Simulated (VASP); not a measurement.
# PdC (Cmcm) in VASP: notebook

Runs on PdC. Level: PBE. Tasks: single point, relaxation of cell and atoms.

All numbers are computed with VASP 6.6.1; they aren't measurements. Logs are shortened: lines on timing, memory, paths and dates and some standing lists are left out, and cuts for length are marked.

## (1) The cell of the first run

Symmetry: Cmcm, No. 63, orthorhombic system. Conventional cell: a = 3.198 Å, b = 8.438 Å, c = 3.176 Å, α = 90.00°, β = 90.00°, γ = 90.00°. Within 3.0 Å of Pd (site symmetry m2m) lie 7 C at 2.30 to 2.57 Å and 6 Pd at 2.86 to 2.93 Å. Within 2.4 Å of C (site symmetry m2m) lie 2 C at 1.80 Å and 6 Pd at 2.30 to 2.39 Å.

## (2) Single point, PBE

Contents of INCAR:

```
SYSTEM = PdC
  ALGO = Normal
  EDIFF = 1E-6
  ENCUT = 520
  GGA = PE
  ISIF = 2
  ISMEAR = 0
  LASPH = .True.
  LCHARG = .False.
  LREAL = .False.
  LWAVE = .False.
  NBANDS = 22
  NELM = 80
  PREC = Accurate
  SIGMA = 0.1
```

Contents of KPOINTS:

```
k-points
0
Gamma
  6 6 6
  0 0 0
```

Contents of POSCAR:

```
PdC
1.0
    1.5989123890     -4.2187519453      0.0000000000
    1.5989123890      4.2187519453      0.0000000000
    0.0000000000      0.0000000000      3.1762178538
Pd C
2 2
Direct
    0.8540000000      0.1460000000      0.7500000000
    0.1460000000      0.8540000000      0.2500000000
    0.5500000000      0.4500000000      0.7500000000
    0.4500000000      0.5500000000      0.2500000000
```

Potentials or basis: VASP PAW PBE potentials, release 64 (Pd, C).

Run with:

```console
> cat potpaw_PBE.64/Pd/POTCAR potpaw_PBE.64/C/POTCAR > POTCAR
> mpirun -np 1 vasp_std > vasp.out
```

OUTCAR:

```text
SYSTEM = PdC
   EDIFF = 1E-6
   ENCUT = 520
   GGA = PE
   ISIF = 2
   ISMEAR = 0
   LASPH = .True.
   LREAL = .False.
   NELM = 80
   PREC = Accurate

 ion  position               nearest neighbor table
   1  0.854  0.146  0.750-   3 2.30   3 2.30   4 2.39   4 2.39   4 2.39   4 2.39   3 2.57   2 2.86
                             2 2.86   2 2.86   2 2.86   2 2.93   2 2.93
   2  0.146  0.854  0.250-   4 2.30   4 2.30   3 2.39   3 2.39   3 2.39   3 2.39   4 2.57   1 2.86
                             1 2.86   1 2.86   1 2.86   1 2.93   1 2.93
   3  0.550  0.450  0.750-   4 1.80   4 1.80   1 2.30   1 2.30   2 2.39   2 2.39   2 2.39   2 2.39
                             1 2.57
   4  0.450  0.550  0.250-   3 1.80   3 1.80   2 2.30   2 2.30   1 2.39   1 2.39   1 2.39   1 2.39
                             2 2.57

  LATTYP: Found a base centered orthorhombic cell.
 ALAT       =     3.1978247780
 B/A-ratio  =     2.6385135135
 C/A-ratio  =     0.9932432432

  Lattice vectors:

 A1 = (   1.5989123890,  -4.2187519453,   0.0000000000)
 A2 = (   1.5989123890,   4.2187519453,   0.0000000000)
 A3 = (   0.0000000000,   0.0000000000,   3.1762178538)

Analysis of symmetry for initial positions (statically):
=====================================================================
 Subroutine PRICEL returns:
 Original cell was already a primitive cell.

 Routine SETGRP: Setting up the symmetry group for a
 base centered orthorhombic supercell.

 Subroutine GETGRP returns: Found  8 space group operations
 (whereof  4 operations were pure point group operations)
 out of a pool of  8 trial point group operations.

The static configuration has the point symmetry C_2h.
 The point group associated with its full space group is D_2h.

Analysis of symmetry for dynamics (positions and initial velocities):
=====================================================================
 Subroutine PRICEL returns:
 Original cell was already a primitive cell.

 Routine SETGRP: Setting up the symmetry group for a
 base centered orthorhombic supercell.

 Subroutine GETGRP returns: Found  8 space group operations
 (whereof  4 operations were pure point group operations)
 out of a pool of  8 trial point group operations.

The dynamic configuration has the point symmetry C_2h.
 The point group associated with its full space group is D_2h.

 Subroutine INISYM returns: Found  8 space group operations
 (whereof  4 operations are pure point group operations),
 and found     1 'primitive' translations

----------------------------------------------------------------------------------------

                                     Primitive cell

  volume of cell :      42.8498

  direct lattice vectors                    reciprocal lattice vectors
     1.598912389 -4.218751945  0.000000000     0.312712569 -0.118518464  0.000000000
     1.598912389  4.218751945  0.000000000     0.312712569  0.118518464  0.000000000
     0.000000000  0.000000000  3.176217854     0.000000000  0.000000000  0.314839865

  length of vectors
     4.511583846  4.511583846  3.176217854     0.334418565  0.334418565  0.314839865

  position of ions in fractional coordinates (direct lattice)
     0.854000000  0.146000000  0.750000000
     0.146000000  0.854000000  0.250000000
     0.550000000  0.450000000  0.750000000
     0.450000000  0.550000000  0.250000000

  ion indices of the primitive-cell ions
   primitive index   ion index
                 1           1
                 2           2
                 3           3
                 4           4

----------------------------------------------------------------------------------------

 KPOINTS: k-points

Automatic generation of k-mesh.
 Grid dimensions read from file:
 generate k-points for:    6    6    6

 Generating k-lattice:

  Cartesian coordinates                     Fractional coordinates (reciprocal lattice)
     0.052118761 -0.019753077  0.000000000     0.166666667  0.000000000  0.000000000
     0.052118761  0.019753077  0.000000000     0.000000000  0.166666667  0.000000000
     0.000000000  0.000000000  0.052473311     0.000000000  0.000000000  0.166666667

  Length of vectors
     0.055736428  0.055736428  0.052473311

  Shift w.r.t. Gamma in fractional coordinates (k-lattice)
     0.000000000  0.000000000  0.000000000

 Subroutine IBZKPT returns following result:
 ===========================================

 Found     52 irreducible k-points:

 Following reciprocal coordinates:
            Coordinates               Weight
  0.000000  0.000000  0.000000      1.000000
  0.166667  0.000000  0.000000      4.000000
  0.333333  0.000000  0.000000      4.000000
  0.500000 -0.000000  0.000000      2.000000
  0.166667  0.166667  0.000000      2.000000
  0.333333  0.166667  0.000000      4.000000
[... 16 lines left out ...]
  0.333333  0.333333  0.166667      4.000000
  0.500000  0.333333  0.166667      8.000000
 [... further k-points ...]
   k-points           NKPTS =     52   k-points in BZ     NKDIM =     52   number of bands    NBANDS=     22
   number of dos      NEDOS =    301   number of ions     NIONS =      4
   total plane-waves  NPLWV =  31104
   dimension x,y,z NGX =    36 NGY =   36 NGZ =   24
   dimension x,y,z NGXF=    72 NGYF=   72 NGZF=   48
   ions per type =               2   2
   NGX,Y,Z   is equivalent  to a cutoff of  13.27, 13.27, 12.56 a.u.
   NGXF,Y,Z  is equivalent  to a cutoff of  26.53, 26.53, 25.12 a.u.
 SYSTEM =  PdC
   PREC   = accura    normal or accurate (medium, high low for compatibility)
   ISTART =      0    job   : 0-new  1-cont  2-samecut
   ICHARG =      2    charge: 1-file 2-atom 10-const
   ISPIN  =      1    spin polarized calculation?
   LNONCOLLINEAR =      F non collinear calculations
   LSORBIT =      F    spin-orbit coupling
   LASPH  =      T    aspherical Exc in radial PAW
   ENCUT  =  520.0 eV  38.22 Ry    6.18 a.u.   8.39  8.39  5.91*2*pi/ulx,y,z
   NELM   =     80;   NELMIN=  2; NELMDL= -5     # of ELM steps
   EDIFF  = 0.1E-05   stopping-criterion for ELM
   LREAL  =      F    real-space projection
   EDIFFG = 0.1E-04   stopping-criterion for IOM
   NSW    =      0    number of steps for IOM
   IBRION =     -1    ionic relax: 0-MD 1-quasi-New 2-CG
   NFREE  =      0    steps in history (QN), initial steepest desc. (CG)
   ISIF   =      2    stress and relaxation
   ISYM   =      2    0-nonsym 1-usesym 2-fastsym
   POTIM  = 0.5000    time-step for ionic-motion
   TEBEG  =    0.0;   TEEND  =   0.0 temperature during run
   PSTRESS=    0.0 pullay stress
   NELECT =      28.0000    total number of electrons
   NUPDOWN=      -1.0000    fix difference up-down
   EMIN   =  10.00;   EMAX   =-10.00  energy-range for DOS
   EFERMI =   0.00;   METHOD = LEGACY
   ISMEAR =     0;   SIGMA  =   0.10  broadening in eV -4-tet -1-fermi 0-gaus
   EFERMI_NEDOS =   21; number of points for ismear=-14 and -15
   IALGO  =     38    algorithm
   IMIX   =      4    mixing-type and parameters
     AMIX     =   0.40;   BMIX     =  1.00
     AMIX_MAG =   1.60;   BMIX_MAG =  1.00
  volume/ion in A,a.u.               =      10.71        72.29
  Fermi-wavevector in a.u.,A,eV,Ry     =   1.420620  2.684582 27.458742  2.018161
  Thomas-Fermi vector in A             =   2.541516
   LORBIT       =      0    0 simple, 1 ext, 2 COOP (PROOUT), +10 PAW based schemes
   GGA     = PE    functional components
   LHFCALC =     F    Hartree Fock is set to
   AEXX    =    0.0000 exact exchange contribution
   IVDW    =     0    specifies the selected vdW correction
   LEPSILON=     F    determine dielectric tensor
   LRPA    =     F    only Hartree local field effects (RPA)
 non-spin polarized calculation
 Gauss-broadening in eV      SIGMA  =   0.10
  energy-cutoff  :      520.00
  volume of cell :       42.85
 maximum number of plane-waves:      1172
 NGX is ok and might be reduce to    36
   NGX = 17   NGY = 17   NGZ = 11

 number of electron      28.0000000 magnetization

 Free energy of the ion-electron system (eV)
  ---------------------------------------------------
  ext. energy  EPLUGINS =         0.00000000
  ---------------------------------------------------
  free energy    TOTEN  =       -22.86287798 eV

  energy without entropy =      -22.85589780  energy(sigma->0) =      -22.85938789

 E-fermi :  10.2374     XC(G=0): -13.0835

 val. band max:       10.2165977415   @ k =   0.5000   0.5000   0.1667
 cond. band min:      10.2621890141   @ k =   0.3333   0.0000   0.0000
 fundamental gap:      0.0455912726
 Fermi energy:        10.2374233483

 k-point     1 :       0.0000    0.0000    0.0000
  band No.  band energies     occupation
      1      -5.8177      2.00000
      2       1.1531      2.00000
      3       3.7216      2.00000
      4       4.2152      2.00000
      5       4.6311      2.00000
      6       5.2290      2.00000
[... 14 lines left out ...]
     21      21.1342      0.00000
     22      21.6434      0.00000

 k-point     2 :       0.1667    0.0000    0.0000
  band No.  band energies     occupation
      1      -5.6045      2.00000
      2       1.4047      2.00000
      3       3.1875      2.00000
      4       3.6635      2.00000
      5       4.8875      2.00000
      6       6.1649      2.00000
[... 14 lines left out ...]
     21      18.8668      0.00000
     22      21.8081      0.00000

 k-point     3 :       0.3333    0.0000    0.0000
  band No.  band energies     occupation
      1      -5.1574      2.00000
      2       1.8225      2.00000
      3       2.7190      2.00000
      4       3.3747      2.00000
      5       5.0091      2.00000
      6       6.0076      2.00000
[... 14 lines left out ...]
     21      21.2501      0.00000
     22      21.5160      0.00000
[... 476 lines left out ...]
 k-point    23 :       0.3333    0.3333    0.1667
  band No.  band energies     occupation
      1      -4.7721      2.00000
      2       1.1661      2.00000
      3       3.0152      2.00000
      4       3.0923      2.00000
      5       5.2090      2.00000
      6       5.2121      2.00000
[... 14 lines left out ...]
     21      20.6352      0.00000
     22      21.0835      0.00000

 k-point    24 :       0.5000    0.3333    0.1667
  band No.  band energies     occupation
      1      -5.0632      2.00000
      2       0.9551      2.00000
      3       2.3071      2.00000
      4       3.9843      2.00000
      5       5.1209      2.00000
      6       5.4604      2.00000
[... 14 lines left out ...]
     21      21.7841      0.00000
     22      22.2997      0.00000

 [... further k-points ...]

------------------------ aborting loop because EDIFF is reached ----------------------------------------

  FORCE on cell =-STRESS in cart. coord.  units (eV):
  Direction    XX          YY          ZZ          XY          YZ          ZX
  --------------------------------------------------------------------------------------
  -------------------------------------------------------------------------------------
  Total        3.9815983      0.4768719     -4.7868450      0.0000000      0.0000000      0.0000000
  in kB      148.8740780     17.8304925   -178.9826812      0.0000000      0.0000000      0.0000000
  external PRESSURE =      -4.0927036 kB  Pullay stress =       0.0000000 kB

 VOLUME and BASIS-vectors are now :
 -----------------------------------------------------------------------------
  energy-cutoff  :      520.00
  volume of cell :       42.85
      direct lattice vectors                 reciprocal lattice vectors
     1.598912389 -4.218751945  0.000000000     0.312712569 -0.118518464  0.000000000
     1.598912389  4.218751945  0.000000000     0.312712569  0.118518464  0.000000000
     0.000000000  0.000000000  3.176217854     0.000000000  0.000000000  0.314839865

 POSITION                                       TOTAL-FORCE (eV/Angst)
 -----------------------------------------------------------------------------------
      1.59891     -2.98688      2.38216         0.000000      0.535148     -0.000000
      1.59891      2.98688      0.79405         0.000000     -0.535148      0.000000
      1.59891     -0.42188      2.38216         0.000000      0.910854      0.000000
      1.59891      0.42188      0.79405         0.000000     -0.910854      0.000000
 -----------------------------------------------------------------------------------
    total drift:                                0.000000      0.000000      0.000000

  FREE ENERGIE OF THE ION-ELECTRON SYSTEM (eV)
  ---------------------------------------------------
  free  energy   TOTEN  =       -22.8628779785 eV

  energy  without entropy=      -22.8558977981  energy(sigma->0) =      -22.85938789
```

It took 81 s on 1 thread of Intel Xeon Platinum 8488C (Sapphire Rapids), shared host; peak memory 0.2 GiB.

What came out:

```
Free energy            : -22.8629 eV
Pressure               : -0.4 GPa
Largest force          : 0.911 eV/Å
Band gap on the k mesh : zero (bands 14 and 15 overlap by 1.20 eV)
```

Forces in eV/Å, atoms in the order of the input:
```
Pd   0.000  0.535  0.000
Pd   0.000 -0.535  0.000
C    0.000  0.911  0.000
C    0.000 -0.911  0.000
```

Stress tensor (GPa, compression positive):
```
 14.89   0.00   0.00
  0.00   1.78   0.00
  0.00   0.00 -17.90
```

Levels at points of the mesh, in eV from the Fermi level:
```csv
k point,band 12,band 13,band 14,band 15,band 16,band 17
"(0.00, 0.00, 0.00)",-1.88,-1.56,-0.37,0.59,1.25,2.01
"(0.50, 0.00, 0.00)",-2.20,-1.79,-0.51,0.08,0.47,2.95
"(0.50, 0.50, 0.00)",-1.95,-1.23,-1.23,0.12,1.85,1.87
"(0.00, 0.00, 0.50)",-1.88,-0.99,-0.99,1.88,1.88,2.91
"(0.50, 0.00, 0.50)",-1.62,-0.23,-0.23,0.53,0.53,5.20
"(0.50, 0.50, 0.50)",-2.56,-1.63,-1.63,2.35,2.35,6.18
```

## (3) Single point, PBE

This run uses another cell than the first one, of 11.53 Å³/atom.

Contents of INCAR:

```
ALGO     = Normal         # electronic algorithm
EDIFF    = 1E-7           # SCF threshold, eV
ENCUT    = 520            # plane-wave cutoff, eV
GGA      = PE             # functional
ISIF     = 2              # what is computed and relaxed
ISMEAR   = 0              # smearing method
LASPH    = T              # aspherical terms in the spheres
LCHARG   = T              # write CHGCAR
LELF     = T              # ELF
LREAL    = F              # projectors in reciprocal space
LVHAR    = T            
LWAVE    = F              # write WAVECAR
NBANDS   = 22             # bands
NELM     = 100            # most SCF steps
PREC     = Accurate       # precision mode
SIGMA    = 0.1            # smearing width, eV
```

Contents of KPOINTS:

```
k-points
0
Gamma
  6 6 6
```

Contents of POSCAR:

```
PdC
1.0
    2.3883490201     -3.7248459148      0.0000000000
    2.3883490201      3.7248459148      0.0000000000
    0.0000000000      0.0000000000      2.5920273569
Pd C
2 2
Direct
    0.8132689201      0.1867310799      0.7500000000
    0.1867310799      0.8132689201      0.2500000000
    0.5419694194      0.4580305806      0.7500000000
    0.4580305806      0.5419694194      0.2500000000
```

Potentials or basis: VASP PAW PBE potentials, release 64 (Pd, C).

Run with:

```console
> cat potpaw_PBE.64/Pd/POTCAR potpaw_PBE.64/C/POTCAR > POTCAR
> mpirun -np 1 vasp_std > vasp.out
```

OUTCAR:

```text
EDIFF = 1E-7
   ENCUT = 520
   GGA = PE
   ISIF = 2
   ISMEAR = 0
   LASPH = T
   LREAL = F
   NELM = 100
   PREC = Accurate

 ion  position               nearest neighbor table
   1  0.813  0.187  0.750-   3 2.02   2 2.88   2 2.88   2 2.88   2 2.88   2 3.07   2 3.07
   2  0.187  0.813  0.250-   4 2.02   1 2.88   1 2.88   1 2.88   1 2.88   1 3.07   1 3.07
   3  0.542  0.458  0.750-   4 1.44   4 1.44   1 2.02
   4  0.458  0.542  0.250-   3 1.44   3 1.44   2 2.02

[... 804 lines left out ...]
  Direction    XX          YY          ZZ          XY          YZ          ZX
  --------------------------------------------------------------------------------------
  -------------------------------------------------------------------------------------
  Total       -0.0329330      0.1013735     -0.0167350      0.0000000      0.0000000      0.0000000
  in kB       -1.1441049      3.5217556     -0.5813821      0.0000000      0.0000000      0.0000000
  external PRESSURE =       0.5987562 kB  Pullay stress =       0.0000000 kB

 VOLUME and BASIS-vectors are now :
 -----------------------------------------------------------------------------
  energy-cutoff  :      520.00
  volume of cell :       46.12
      direct lattice vectors                 reciprocal lattice vectors
     2.388349020 -3.724845915  0.000000000     0.209349637 -0.134233741  0.000000000
     2.388349020  3.724845915  0.000000000     0.209349637  0.134233741  0.000000000
     0.000000000  0.000000000  2.592027357     0.000000000  0.000000000  0.385798397

 POSITION                                       TOTAL-FORCE (eV/Angst)
 -----------------------------------------------------------------------------------
      2.38835     -2.33376      1.94402         0.000000     -0.027880     -0.000000
      2.38835      2.33376      0.64801         0.000000      0.027880      0.000000
      2.38835     -0.31266      1.94402         0.000000     -0.013226      0.000000
      2.38835      0.31266      0.64801         0.000000      0.013226      0.000000
 -----------------------------------------------------------------------------------
    total drift:                               -0.000000     -0.000000     -0.000000

  FREE ENERGIE OF THE ION-ELECTRON SYSTEM (eV)
  ---------------------------------------------------
  free  energy   TOTEN  =       -26.0909324465 eV

  energy  without entropy=      -26.0855474933  energy(sigma->0) =      -26.08823997
```

OSZICAR:

```text
N       E                     dE             d eps       ncg     rms          rms(c)
DAV:   1     0.153031187396E+03    0.15303E+03   -0.14374E+04  2288   0.124E+03
DAV:   2    -0.215996444201E+02   -0.17463E+03   -0.16479E+03  2630   0.281E+02
DAV:   3    -0.284144601185E+02   -0.68148E+01   -0.67291E+01  2756   0.560E+01
DAV:   4    -0.284770570505E+02   -0.62597E-01   -0.62556E-01  2614   0.583E+00
DAV:   5    -0.284779125267E+02   -0.85548E-03   -0.85545E-03  2702   0.681E-01    0.145E+01
DAV:   6    -0.269144001323E+02    0.15635E+01   -0.12114E+01  2932   0.287E+01    0.949E+00
DAV:   7    -0.261208580956E+02    0.79354E+00   -0.35477E+00  2576   0.148E+01    0.470E+00
DAV:   8    -0.260985586177E+02    0.22299E-01   -0.20673E-01  2542   0.285E+00    0.139E+00
DAV:   9    -0.260910751734E+02    0.74834E-02   -0.31303E-02  2620   0.139E+00    0.170E-01
DAV:  10    -0.260909419311E+02    0.13324E-03   -0.26778E-03  2558   0.370E-01    0.757E-02
DAV:  11    -0.260909339643E+02    0.79668E-05   -0.17683E-04  2654   0.968E-02    0.238E-02
DAV:  12    -0.260909324436E+02    0.15208E-05   -0.14609E-05  2552   0.264E-02    0.499E-03
DAV:  13    -0.260909324465E+02   -0.29049E-08   -0.88822E-07  2768   0.653E-03
   1 F= -.26090932E+02 E0= -.26088240E+02  d E =-.538495E-02
```

Run time: 63 s. Hardware: 1 thread of Intel Xeon Platinum 8488C (Sapphire Rapids), shared host; peak memory 0.19 GiB.

Results:

```
Free energy            : -26.0909 eV
Pressure               : 0.1 GPa
Largest force          : 0.028 eV/Å
Band gap on the k mesh : zero (bands 14 and 15 overlap by 1.60 eV)
```

Forces in eV/Å, atoms in the order of the input:
```
Pd   0.000 -0.028  0.000
Pd   0.000  0.028  0.000
C    0.000 -0.013  0.000
C    0.000  0.013  0.000
```

Caveat: the k points lie up to 0.40 Å⁻¹ apart, too coarse for converged energies and pressures of a metal.

(Part 1 of 2 ends here.)
